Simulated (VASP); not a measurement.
Here is a VASP 6.6.1 calculation.

File INCAR:

```
PREC = Accurate
ENCUT = 520
EDIFF = 1E-6
ISMEAR = -1
SIGMA = 0.1551
LREAL = Auto
LASPH = T
NELM = 80
ALGO = Normal
ISIF = 2
LWAVE = F
LCHARG = F
GGA = PE
NBANDS = 46
```

The input KPOINTS:

```
Automatic mesh
0
Gamma
  2 2 2
  0.5 0.5 0.5
```

Contents of POSCAR:

```
AlN
1.0
    3.3770756797      0.0000000000     -4.2696929295
    3.3770756797      0.0000000000      4.2696929295
    0.0000000000     -5.8492666582      0.0000000000
Al N
8 8
Direct
    0.8686328059      0.6494072045      0.1566314298
    0.6201996737      0.3926961937      0.6626704212
    0.3576025865      0.1299731021      0.1684973617
    0.1399828326      0.8608463820      0.6808082505
    0.3509090688      0.6317606475      0.3412687635
    0.1341766580      0.3852881590      0.8052788965
    0.8858156330      0.1251859920      0.3178140284
    0.6399650315      0.8722400490      0.8400942011
    0.1341575257      0.3755938578      0.1829552425
    0.8531638036      0.1235694156      0.6884943422
    0.6227748037      0.8664876461      0.1636362395
    0.3886400028      0.6125516555      0.6654314511
    0.1383824703      0.8721293818      0.3433982612
    0.8773882045      0.6050606580      0.8372818827
    0.6231002457      0.3673202592      0.3152330211
    0.3676243331      0.0859855783      0.8554580074
```

Potentials or basis: VASP PAW PBE potentials, release 64 (Al, N).

Launch:

```bash
$ cat potpaw_PBE.64/Al/POTCAR potpaw_PBE.64/N/POTCAR > POTCAR
$ mpirun -np 1 vasp_std > vasp.out
```

**Question.** What does it give for the largest force?

**Answer.** 4.063 eV/Å.

**Question.** What does it give for the pressure?

**Answer.** -5.9 GPa.

Forces on the atoms (eV/Å):
```
Al  -1.962 -1.637 -1.105
Al  -1.329  0.825 -2.418
Al   1.457 -0.369 -0.514
Al  -0.217  0.362  1.393
Al   1.163  1.427 -1.621
Al  -3.068 -2.653 -0.226
Al  -1.080 -1.561  1.909
Al  -0.578 -0.208  1.386
N   -0.360  1.456 -0.003
N    1.996  2.157 -0.969
N    0.589 -0.691 -1.051
N    0.454 -0.047  0.668
N   -0.745 -0.207  0.927
N    1.655  0.860  0.566
N    0.932 -1.352 -0.322
N    1.094  1.639  1.380
```

Caveat: the k points lie up to 0.59 Å⁻¹ apart; forces of over 1 eV/Å act on the atoms, so gaps and moduli don't describe the material at rest.
